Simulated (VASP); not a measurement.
Here is a VASP 6.6.1 calculation.

The input POSCAR:

```
P
1.0
    4.2729048574      0.0000000000      0.0000000000
    0.0000000000      4.2729048574      0.0000000000
    0.0000000000      0.0000000000      4.3780000000
P
1
Direct
    0.0000000000      0.0000000000      0.0000000000
```

File INCAR.step1:

```
PREC = Accurate ; ENCUT = 520
ISMEAR = 0 ; SIGMA = 0.1
LREAL = F ; LASPH = T
NELM = 100 ; NBANDS = 8
GGA = PE ; ALGO = Normal
EDIFF = 1E-4 ; LWAVE = T
LCHARG = F
```

File INCAR.step2:

```
PREC = Accurate ; ENCUT = 520
EDIFF = 1E-7 ; ISMEAR = 0
SIGMA = 0.1 ; LREAL = F
LASPH = T ; NELM = 100
ALGO = Normal ; ISIF = 2
LWAVE = F ; LCHARG = T
METAGGA = R2SCAN ; LMIXTAU = T
LELF = T ; LVHAR = T
NBANDS = 8 ; ISTART = 1
```

The input KPOINTS:

```
Automatic mesh
0
Gamma
  4 4 4
```

Potentials or basis: VASP PAW PBE potentials, release 64 (P).

The run is started by

```bash
$ cat potpaw_PBE.64/P/POTCAR > POTCAR
$ cp INCAR.step1 INCAR
$ mpirun -np 1 vasp_std > vasp.out
$ cp INCAR.step2 INCAR
$ mpirun -np 1 vasp_std > vasp.out
```

(1) What does it give for the pressure?

Results:

(1) -3.6 GPa.

Caveat: the k points lie up to 0.37 Å⁻¹ apart; the PAW data sets were made with another functional, which shifts forces and pressure a little.
